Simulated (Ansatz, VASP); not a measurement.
## Two plane-wave programs on LiW

INCAR

```
SYSTEM = LiW
ALGO     = Normal         ! electronic algorithm
EDIFF    = 1E-6           ! SCF threshold, eV
ENCUT    = 750            ! plane-wave cutoff, eV
GGA      = PE             ! functional
GGA_COMPAT= .False.      
ISIF     = 2              ! what is computed and relaxed
ISMEAR   = 0              ! smearing method
LASPH    = .True.         ! aspherical terms in the spheres
LCHARG   = .True.         ! write CHGCAR
LELF     = .True.         ! ELF
LREAL    = .False.        ! projectors in reciprocal space
LVHAR    = .True.       
LWAVE    = .False.        ! write WAVECAR
NBANDS   = 16             ! bands
NELM     = 120            ! most SCF steps
PREC     = Accurate       ! precision mode
SIGMA    = 0.1            ! smearing width, eV
```

The input KPOINTS:

```
k-points
0
Gamma
  8 8 4
  0 0 0
```

The input POSCAR:

```
LiW
1.0
    1.5116776700     -2.1679112400      0.0000000000
    1.5116776700      2.1679112400      0.0000000000
    0.0000000000      0.0000000000      4.2084185400
Li W
1 1
Direct
    0.5000000000      0.5000000000      0.5000000000
    0.0000000000      0.0000000000      0.0000000000
```

Input for Ansatz:

```yaml
crystal:
  lattice:
    - [1.51167767, -2.16791124, 0.0]
    - [1.51167767, 2.16791124, 0.0]
    - [0.0, 0.0, 4.20841854]
  atoms:
    - { symbol: Li, position: [0.5, 0.5, 0.5] }
    - { symbol: W, position: [0.0, 0.0, 0.0] }
basis:
  ecutwfc: 420
kpoints:
  mp_grid: { grid: [8, 8, 4] }
hamiltonian:
  xc: pbe
scf:
  occupations: { method: gaussian, width: 0.1 }
  lower_state_search: "off"
output:
  forces: true
  stress: true
  eigenvalues: true
```

Change from the starting cell: species swapped into the TaRe type (Cmmm, No. 65).

Alike in both runs: task single point; functional PBE; k mesh 8 × 8 × 4; occupations gaussian, width 0.1 eV; no spin polarisation.

|  | VASP | Ansatz |
| --- | --- | --- |
| version | VASP 6.6.1 | Ansatz 0.2.0 |
| potentials or method | VASP PAW PBE potentials, release 64 (Li_sv, W_sv), cutoff 750 eV | scalar-relativistic, plane waves, PAW |
| valence electrons in the cell | 17 | 17 |

Ansatz gave:

- gap on the k mesh at the Fermi level (eV): none
- pressure (GPa): 8.3
- traceless stress, the component that is largest in VASP (GPa): 16.06

**Question.** Estimate VASP's values.

**Answer.** gap on the k mesh at the Fermi level (eV): none; pressure (GPa): 8.5; traceless stress, the component that is largest in VASP (GPa): 15.85.

A gap of «none» marks a metal or a gap that the smearing closes.

The k mesh is coarse, so the values compare programs but aren't converged. Neither program's run includes spin-orbit coupling.
